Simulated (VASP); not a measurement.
# HfC (Immm) in VASP: a series of runs

HfC is run at these levels: PBE; tasks: single point.

All numbers are computed with VASP 6.6.1; they aren't measurements. Logs are shortened: lines on timing, memory, paths and dates and some standing lists are left out, and cuts for length are marked.

## (1) The cell of the first run

It takes space group Immm (No. 71, orthorhombic). The conventional cell has a = 3.196 Å, b = 3.380 Å, c = 4.650 Å, α = 90.00°, β = 90.00°, γ = 90.00°. Within 3.4 Å of Hf (site symmetry mmm) lie 6 C at 2.33 Å and 12 Hf at 3.20 to 3.38 Å. C (site symmetry mmm) has 6 Hf at 2.33 Å and 12 C at 3.20 to 3.38 Å within 3.4 Å.

## (2) Single point, PBE (strain +0.0562 x Voigt [0, 0, 0, 0, 1, 0])

The input, INCAR:

```
PREC     = Accurate       # precision mode
ENCUT    = 520            # plane-wave cutoff, eV
EDIFF    = 1E-6           # SCF threshold, eV
ISMEAR   = 0              # smearing method
SIGMA    = 0.15           # smearing width, eV
LREAL    = F              # projectors in reciprocal space
LASPH    = T              # aspherical terms in the spheres
NELM     = 100            # most SCF steps
ALGO     = Normal         # electronic algorithm
ISIF     = 2              # what is computed and relaxed
LWAVE    = F              # write WAVECAR
LCHARG   = F              # write CHGCAR
GGA      = PE             # functional
NBANDS   = 14             # bands
```

The input, KPOINTS:

```
Automatic mesh
0
Gamma
  18 18 18
```

The input, POSCAR:

```
HfC
1.0
    0.0653325000      2.3250000000      2.3250000000
    2.3903325000      0.0000000000      2.3903325000
    2.3250000000      2.3250000000      0.0653325000
Hf C
1 1
Direct
    0.5000000000      0.5000000000      0.5000000000
    0.0000000000      0.0000000000      0.0000000000
```

Potentials or basis: VASP PAW PBE potentials, release 64 (Hf_pv, C).

On the command line:

```sh
> cat potpaw_PBE.64/Hf_pv/POTCAR potpaw_PBE.64/C/POTCAR > POTCAR
> mpirun -np 1 vasp_std > vasp.out
```

OUTCAR:

```text
PREC = Accurate
   ENCUT = 520
   EDIFF = 1E-6
   ISMEAR = 0
   LREAL = F
   LASPH = T
   NELM = 100
   ISIF = 2
   GGA = PE

 ion  position               nearest neighbor table
   1  0.500  0.500  0.500-   2 2.33   2 2.33   2 2.33   2 2.33   2 2.33   2 2.33
   2  0.000  0.000  0.000-   1 2.33   1 2.33   1 2.33   1 2.33   1 2.33   1 2.33

  LATTYP: Found a body centered orthorhombic cell.
 ALAT       =     3.1956524250
 B/A-ratio  =     1.0578248791
 C/A-ratio  =     1.4551019265

  Lattice vectors:

 A1 = (   0.0653325000,  -2.3250000000,   2.3250000000)
 A2 = (  -0.0653325000,  -2.3250000000,  -2.3250000000)
 A3 = (   2.3250000000,   2.3250000000,   0.0653325000)

Analysis of symmetry for initial positions (statically):
=====================================================================
 Subroutine PRICEL returns:
 Original cell was already a primitive cell.

 Routine SETGRP: Setting up the symmetry group for a
 body centered orthorhombic supercell.

 Subroutine GETGRP returns: Found  8 space group operations
 (whereof  8 operations were pure point group operations)
 out of a pool of  8 trial point group operations.

The static configuration has the point symmetry D_2h.

Analysis of symmetry for dynamics (positions and initial velocities):
=====================================================================
 Subroutine PRICEL returns:
 Original cell was already a primitive cell.

 Routine SETGRP: Setting up the symmetry group for a
 body centered orthorhombic supercell.

 Subroutine GETGRP returns: Found  8 space group operations
 (whereof  8 operations were pure point group operations)
 out of a pool of  8 trial point group operations.

The dynamic configuration has the point symmetry D_2h.

 Subroutine INISYM returns: Found  8 space group operations
 (whereof  8 operations are pure point group operations),
 and found     1 'primitive' translations

----------------------------------------------------------------------------------------

                                     Primitive cell

  volume of cell :      25.1163

  direct lattice vectors                    reciprocal lattice vectors
     0.065332500  2.325000000  2.325000000    -0.221271492  0.215053763  0.221271492
     2.390332500  0.000000000  2.390332500     0.209175920 -0.215053763  0.209175920
     2.325000000  2.325000000  0.065332500     0.221271492  0.215053763 -0.221271492

  length of vectors
     3.288695537  3.380440640  3.288695537     0.379697601  0.365728386  0.379697601

  position of ions in fractional coordinates (direct lattice)
     0.500000000  0.500000000  0.500000000
     0.000000000  0.000000000  0.000000000

  ion indices of the primitive-cell ions
   primitive index   ion index
                 1           1
                 2           2

----------------------------------------------------------------------------------------

 KPOINTS: Automatic mesh

Automatic generation of k-mesh.
 Grid dimensions read from file:
 generate k-points for:   18   18   18

 Generating k-lattice:

  Cartesian coordinates                     Fractional coordinates (reciprocal lattice)
    -0.012292861  0.011947431  0.012292861     0.055555556  0.000000000 -0.000000000
     0.011620884 -0.011947431  0.011620884     0.000000000  0.055555556  0.000000000
     0.012292861  0.011947431 -0.012292861     0.000000000  0.000000000  0.055555556

  Length of vectors
     0.021094311  0.020318244  0.021094311

  Shift w.r.t. Gamma in fractional coordinates (k-lattice)
     0.000000000  0.000000000  0.000000000

 Subroutine IBZKPT returns following result:
 ===========================================

 Found    865 irreducible k-points:

 Following reciprocal coordinates:
            Coordinates               Weight
  0.000000  0.000000  0.000000      1.000000
  0.055556  0.000000 -0.000000      4.000000
  0.111111  0.000000 -0.000000      4.000000
  0.166667  0.000000  0.000000      4.000000
  0.222222  0.000000 -0.000000      4.000000
  0.277778  0.000000 -0.000000      4.000000
[... 16 lines left out ...]
 -0.333333  0.055556 -0.000000      8.000000
 -0.277778  0.055556 -0.000000      8.000000
 [... further k-points ...]
   k-points           NKPTS =    865   k-points in BZ     NKDIM =    865   number of bands    NBANDS=     14
   number of dos      NEDOS =    301   number of ions     NIONS =      2
   total plane-waves  NPLWV =  16128
   dimension x,y,z NGX =    24 NGY =   28 NGZ =   24
   dimension x,y,z NGXF=    48 NGYF=   56 NGZF=   48
   ions per type =               1   1
   NGX,Y,Z   is equivalent  to a cutoff of  12.13, 13.77, 12.13 a.u.
   NGXF,Y,Z  is equivalent  to a cutoff of  24.26, 27.54, 24.26 a.u.
 SYSTEM =  unknown system
   PREC   = accura    normal or accurate (medium, high low for compatibility)
   ISTART =      0    job   : 0-new  1-cont  2-samecut
   ICHARG =      2    charge: 1-file 2-atom 10-const
   ISPIN  =      1    spin polarized calculation?
   LNONCOLLINEAR =      F non collinear calculations
   LSORBIT =      F    spin-orbit coupling
   LASPH  =      T    aspherical Exc in radial PAW
   ENCUT  =  520.0 eV  38.22 Ry    6.18 a.u.   6.11  6.29  6.11*2*pi/ulx,y,z
   NELM   =    100;   NELMIN=  2; NELMDL= -5     # of ELM steps
   EDIFF  = 0.1E-05   stopping-criterion for ELM
   LREAL  =      F    real-space projection
   EDIFFG = 0.1E-04   stopping-criterion for IOM
   NSW    =      0    number of steps for IOM
   IBRION =     -1    ionic relax: 0-MD 1-quasi-New 2-CG
   NFREE  =      0    steps in history (QN), initial steepest desc. (CG)
   ISIF   =      2    stress and relaxation
   ISYM   =      2    0-nonsym 1-usesym 2-fastsym
   POTIM  = 0.5000    time-step for ionic-motion
   TEBEG  =    0.0;   TEEND  =   0.0 temperature during run
   PSTRESS=    0.0 pullay stress
   NELECT =      14.0000    total number of electrons
   NUPDOWN=      -1.0000    fix difference up-down
   EMIN   =  10.00;   EMAX   =-10.00  energy-range for DOS
   EFERMI =   0.00;   METHOD = LEGACY
   ISMEAR =     0;   SIGMA  =   0.15  broadening in eV -4-tet -1-fermi 0-gaus
   EFERMI_NEDOS =   21; number of points for ismear=-14 and -15
   IALGO  =     38    algorithm
   IMIX   =      4    mixing-type and parameters
     AMIX     =   0.40;   BMIX     =  1.00
     AMIX_MAG =   1.60;   BMIX_MAG =  1.00
  volume/ion in A,a.u.               =      12.56        84.75
  Fermi-wavevector in a.u.,A,eV,Ry     =   1.347304  2.546035 24.697674  1.815228
  Thomas-Fermi vector in A             =   2.475065
   LORBIT       =      0    0 simple, 1 ext, 2 COOP (PROOUT), +10 PAW based schemes
   GGA     = PE    functional components
   LHFCALC =     F    Hartree Fock is set to
   AEXX    =    0.0000 exact exchange contribution
   IVDW    =     0    specifies the selected vdW correction
   LEPSILON=     F    determine dielectric tensor
   LRPA    =     F    only Hartree local field effects (RPA)
 non-spin polarized calculation
 Gauss-broadening in eV      SIGMA  =   0.15
  energy-cutoff  :      520.00
  volume of cell :       25.12
 maximum number of plane-waves:       692
   NGX = 13   NGY = 13   NGZ = 13

 number of electron      14.0000001 magnetization

 Free energy of the ion-electron system (eV)
  ---------------------------------------------------
  ext. energy  EPLUGINS =         0.00000000
  ---------------------------------------------------
  free energy    TOTEN  =       -21.00517228 eV

  energy without entropy =      -21.00233465  energy(sigma->0) =      -21.00375346

 E-fermi :   5.9781     XC(G=0): -12.2905

 val. band max:        5.9689787971   @ k =  -0.0556   0.0000   0.0556
 cond. band min:       5.9927550025   @ k =  -0.0556   0.0556  -0.0000
 fundamental gap:      0.0237762054
 Fermi energy:         5.9780511630

 k-point     1 :       0.0000    0.0000    0.0000
  band No.  band energies     occupation
      1     -23.6297      2.00000
      2     -23.6113      2.00000
      3     -23.5860      2.00000
      4      -6.3544      2.00000
      5       6.7835      0.00000
      6       6.9465      0.00000
      7       6.9642      0.00000
      8       7.1672      0.00000
      9       7.2563      0.00000
     10       7.7675      0.00000
     11       9.3891      0.00000
     12       9.3906      0.00000
     13      12.8495      0.00000
     14      16.9943      0.00000

 k-point     2 :       0.0556    0.0000   -0.0000
  band No.  band energies     occupation
      1     -23.6316      2.00000
      2     -23.6237      2.00000
      3     -23.5999      2.00000
      4      -6.2740      2.00000
      5       6.3171      0.00139
      6       6.4971      0.00000
      7       6.6357      0.00000
      8       7.1902      0.00000
      9       7.4914      0.00000
     10       8.0201      0.00000
     11       9.7957      0.00000
     12       9.8132      0.00000
     13      13.0459      0.00000
     14      17.2464      0.00000

 k-point     3 :       0.1111    0.0000   -0.0000
  band No.  band energies     occupation
      1     -23.6847      2.00000
      2     -23.6372      2.00000
      3     -23.6140      2.00000
      4      -6.0384      2.00000
      5       5.5995      1.99964
      6       5.6076      1.99952
      7       5.9190      1.42255
      8       7.4797      0.00000
      9       7.7727      0.00000
     10       8.3058      0.00000
     11      10.7117      0.00000
     12      10.7350      0.00000
     13      13.5607      0.00000
     14      17.9513      0.00000
[... 324 lines left out ...]
 k-point    23 :      -0.3333    0.0556   -0.0000
  band No.  band energies     occupation
      1     -24.1695      2.00000
      2     -23.7044      2.00000
      3     -23.6725      2.00000
      4      -3.7364      2.00000
      5       1.3610      2.00000
      6       3.1610      2.00000
      7       3.4469      2.00000
      8       9.5612      0.00000
      9      10.0314      0.00000
     10      10.6709      0.00000
     11      14.7090      0.00000
     12      15.2225      0.00000
     13      16.2470      0.00000
     14      19.6896      0.00000

 k-point    24 :      -0.2778    0.0556   -0.0000
  band No.  band energies     occupation
      1     -24.0631      2.00000
      2     -23.6946      2.00000
      3     -23.6570      2.00000
      4      -4.3587      2.00000
      5       2.2176      2.00000
      6       3.5547      2.00000
      7       3.8256      2.00000
      8       9.0349      0.00000
      9       9.2780      0.00000
     10      10.0738      0.00000
     11      13.8408      0.00000
     12      15.1700      0.00000
     13      15.4173      0.00000
     14      19.7058      0.00000

 [... further k-points ...]

------------------------ aborting loop because EDIFF is reached ----------------------------------------

  FORCE on cell =-STRESS in cart. coord.  units (eV):
  Direction    XX          YY          ZZ          XY          YZ          ZX
  --------------------------------------------------------------------------------------
  -------------------------------------------------------------------------------------
  Total       -0.0253864     -0.0820433     -0.0253864      0.0000000      0.0000000     -1.5052477
  in kB       -1.6194038     -5.2335665     -1.6194038      0.0000000      0.0000000    -96.0202281
  external PRESSURE =      -2.8241247 kB  Pullay stress =       0.0000000 kB

 VOLUME and BASIS-vectors are now :
 -----------------------------------------------------------------------------
  energy-cutoff  :      520.00
  volume of cell :       25.12
      direct lattice vectors                 reciprocal lattice vectors
     0.065332500  2.325000000  2.325000000    -0.221271492  0.215053763  0.221271492
     2.390332500  0.000000000  2.390332500     0.209175920 -0.215053763  0.209175920
     2.325000000  2.325000000  0.065332500     0.221271492  0.215053763 -0.221271492

 POSITION                                       TOTAL-FORCE (eV/Angst)
 -----------------------------------------------------------------------------------
      2.39033      2.32500      2.39033        -0.000000      0.000000      0.000000
      0.00000      0.00000      0.00000         0.000000     -0.000000     -0.000000
 -----------------------------------------------------------------------------------
    total drift:                                0.000000     -0.000000      0.000000

  FREE ENERGIE OF THE ION-ELECTRON SYSTEM (eV)
  ---------------------------------------------------
  free  energy   TOTEN  =       -21.0051722808 eV

  energy  without entropy=      -21.0023346464  energy(sigma->0) =      -21.00375346
```

It took 73 s on 1 thread of Intel Xeon 6975P-C (Granite Rapids), shared host; peak memory 0.41 GiB.

Results:

| Item | Value |
| --- | --- |
| Free energy | -21.0052 eV |
| Pressure | -0.3 GPa |
| Band gap on the k mesh | zero (bands 7 and 8 overlap by 1.37 eV) |

Stress tensor (GPa, compression positive):
```
-0.16  0.00 -9.60
 0.00 -0.52  0.00
-9.60  0.00 -0.16
```

Levels at points of the mesh, in eV from the Fermi level:
```tsv
k point	band 4	band 5	band 6	band 7	band 8	band 9	band 10	band 11
(0.00, 0.00, 0.00)	-12.33	0.81	0.97	0.99	1.19	1.28	1.79	3.41
(0.50, 0.00, 0.00)	-8.49	-6.11	-3.36	-2.95	5.16	5.29	6.31	6.40
(0.00, 0.50, 0.00)	-8.68	-6.21	-3.04	-2.60	4.63	5.46	5.87	6.70
(0.50, 0.50, 0.00)	-10.42	-2.61	-1.79	-0.12	-0.11	5.22	6.62	6.69
(0.50, 0.00, 0.50)	-10.44	-2.61	-1.81	-0.39	0.19	5.32	6.71	6.75
```

Caveat: the cell differs from its parent crystal (strain +0.0562 x Voigt [0, 0, 0, 0, 1, 0]); spin-orbit coupling is left out, which moves the levels of the heavy elements.

## (3) Single point, PBE (strain +0.0187 x Voigt [0, 0, 0, 0, 1, 0])

The input, INCAR:

```
PREC = Accurate ; ENCUT = 520
EDIFF = 1E-6 ; ISMEAR = 0
SIGMA = 0.15 ; LREAL = F
LASPH = T ; NELM = 60
ALGO = Normal ; ISIF = 2
LWAVE = F ; LCHARG = F
GGA = PE ; NBANDS = 14
```

The input, KPOINTS:

```
regular mesh
0
Gamma
  18 18 18
```

The input, POSCAR:

```
HfC
1.0
    0.0217387500      2.3250000000      2.3250000000
    2.3467387500      0.0000000000      2.3467387500
    2.3250000000      2.3250000000      0.0217387500
Hf C
1 1
Direct
    0.5000000000      0.5000000000      0.5000000000
    0.0000000000      0.0000000000      0.0000000000
```

Potentials or basis: VASP PAW PBE potentials, release 64 (Hf_pv, C).

On the command line:

```sh
> cat potpaw_PBE.64/Hf_pv/POTCAR potpaw_PBE.64/C/POTCAR > POTCAR
> mpirun -np 1 vasp_std > vasp.out
```

Wall time 78 s (1 thread of Intel Xeon 6975P-C (Granite Rapids), shared host); peak memory 0.41 GiB.

Results (log left out):

```yaml
Free_energy: -21.0428 eV
Pressure: -0.4 GPa
Band_gap_on_the_k_mesh: zero (bands 7 and 8 overlap by 1.48 eV)
```

Stress tensor (GPa, compression positive):
```
-0.42  0.00 -3.20
 0.00 -0.46  0.00
-3.20  0.00 -0.42
```

Levels at points of the mesh, in eV from the Fermi level:
```tsv
k point	band 3	band 4	band 5	band 6	band 7	band 8	band 9	band 10	band 11	band 12
(0.00, 0.00, 0.00)	-29.56	-12.31	0.94	1.00	1.07	1.26	1.38	1.53	3.40	3.40
(0.50, 0.00, 0.00)	-29.64	-8.53	-6.12	-3.10	-2.96	5.27	5.40	5.88	6.50	11.42
(0.00, 0.50, 0.00)	-29.63	-8.60	-6.15	-2.99	-2.85	5.13	5.37	5.79	6.60	11.30
(0.50, 0.50, 0.00)	-29.80	-10.41	-2.59	-1.77	-0.10	-0.10	5.30	6.72	6.73	8.46
(0.50, 0.00, 0.50)	-29.79	-10.41	-2.59	-1.77	-0.19	0.00	5.31	6.73	6.75	8.44
```

Caveat: the cell differs from its parent crystal (strain +0.0187 x Voigt [0, 0, 0, 0, 1, 0]); spin-orbit coupling is left out, which moves the levels of the heavy elements.
